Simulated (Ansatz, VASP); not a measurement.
**One calculation of Ti, two programs**

```
Ti
1.0
    -1.58683    1.58683    1.58683
     1.58683   -1.58683    1.58683
     1.58683    1.58683   -1.58683
Ti
1
Direct
  0.00000 0.00000 0.00000
```

Alike in both runs: functional LDA; k mesh 12 × 12 × 12; occupations fermi-dirac, width 0.15 eV; no spin polarisation.

Ansatz relaxed the structure, and its values are those at the end. VASP's run is a single point on that final structure, the one shown.

|  | VASP | Ansatz |
| --- | --- | --- |
| version | VASP 6.6.1 | Ansatz 0.2.0 |
| potentials or method | VASP PAW LDA potentials, release 64 (Ti_sv) | plane waves, PAW |
| plane-wave cutoff (eV) | 500 | 420 |
| valence electrons in the cell | 12 | 12 |

|  | VASP | Ansatz | Ansatz less VASP |
| --- | --- | --- | --- |
| pressure (GPa) | -0.2 | 0.0 | +0.17 |

LDA's correlation is that of Perdew and Zunger in VASP and of Perdew and Wang (1992) in Ansatz.
